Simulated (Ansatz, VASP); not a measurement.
# ZnS in VASP and in Ansatz

```
Zn S
1.0
     3.54985    0.00000    0.00000
    -1.77492    3.07426    0.00000
     0.00000    0.00000    3.18195
Zn S
1 1
Direct
  0.66667 0.33333 0.00000
  0.00000 0.00000 0.50000
```

Change from the starting cell: species swapped into the TiS type (P-6m2, No. 187).

Alike in both runs: functional PBE; k mesh 18 × 18 × 18; occupations gaussian, width 0.1 eV; no spin polarisation.

Ansatz relaxed the structure, and its values are those at the end. VASP's run is a single point on that final structure, the one shown.

|  | VASP | Ansatz |
| --- | --- | --- |
| version | VASP 6.6.1 | Ansatz 0.2.0 |
| potentials or method | VASP PAW PBE potentials, release 64 (Zn, S), cutoff 500 eV | scalar-relativistic, plane waves, PAW |
| valence electrons in the cell | 18 | 18 |

|  | VASP | Ansatz | Ansatz less VASP |
| --- | --- | --- | --- |
| gap on the k mesh at the Fermi level (eV) | none | none | - |
| pressure (GPa) | 0.1 | 0.0 | -0.06 |

A gap of «none» marks a metal or a gap that the smearing closes. The functional is the same, so the differences come from potentials, cutoffs and numerics.
